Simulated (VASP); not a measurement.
Input of a VASP 6.6.1 run:

Contents of INCAR:

```
PREC = Accurate
ENCUT = 600
EDIFF = 1E-7
ISMEAR = 0
SIGMA = 0.05
LREAL = False
LASPH = True
NELM = 150
ALGO = Normal
ISIF = 3
LWAVE = False
LCHARG = False
ISPIN = 2
MAGMOM = 0 0 2.5 2.5 2.5
LORBIT = 11
LMAXMIX = 4
GGA = PS
IBRION = 2
NSW = 60
EDIFFG = -0.03
```

The input KPOINTS:

```
regular mesh
0
Gamma
  5 5 5
```

POSCAR

```
InCo3N
1.0
    3.8300000000      0.0000000000      0.0000000000
    0.0000000000      3.8300000000      0.0000000000
    0.0000000000      0.0000000000      3.8300000000
In N Co
1 1 3
Direct
    0.0000000000      0.0000000000      0.0000000000
    0.5000000000      0.5000000000      0.5000000000
    0.5000000000      0.5000000000      0.0000000000
    0.0000000000      0.5000000000      0.5000000000
    0.5000000000      0.0000000000      0.5000000000
```

Potentials or basis: VASP PAW PBE potentials, release 64 (In_d, N, Co).

Launch:

```bash
$ cat potpaw_PBE.64/In_d/POTCAR potpaw_PBE.64/N/POTCAR potpaw_PBE.64/Co/POTCAR > POTCAR
$ mpirun -np 1 vasp_std > vasp.out
```

Task: Predict the site moments.

Result: In -0.04; N +0.09; Co +0.78 μB.

Task: Predict the relaxed cell.

Result: a = 3.788 Å, b = 3.788 Å, c = 3.788 Å, α = 90.00°, β = 90.00°, γ = 90.00°.

Task: Estimate the relaxed volume.

Result: 10.87 Å³/atom.

Final structure:
```yaml
crystal:
  lattice:
    - [3.78832, 0.00000, 0.00000]
    - [0.00000, 3.78832, 0.00000]
    - [0.00000, 0.00000, 3.78832]
  atoms:
    - { symbol: In, position: [0.00000, 0.00000, 0.00000] }
    - { symbol: N, position: [0.50000, 0.50000, 0.50000] }
    - { symbol: Co, position: [0.50000, 0.50000, 0.00000] }
    - { symbol: Co, position: [0.00000, 0.50000, 0.50000] }
    - { symbol: Co, position: [0.50000, 0.00000, 0.50000] }
```

Caveat: the PAW data sets were made with another functional, which shifts forces and pressure a little.
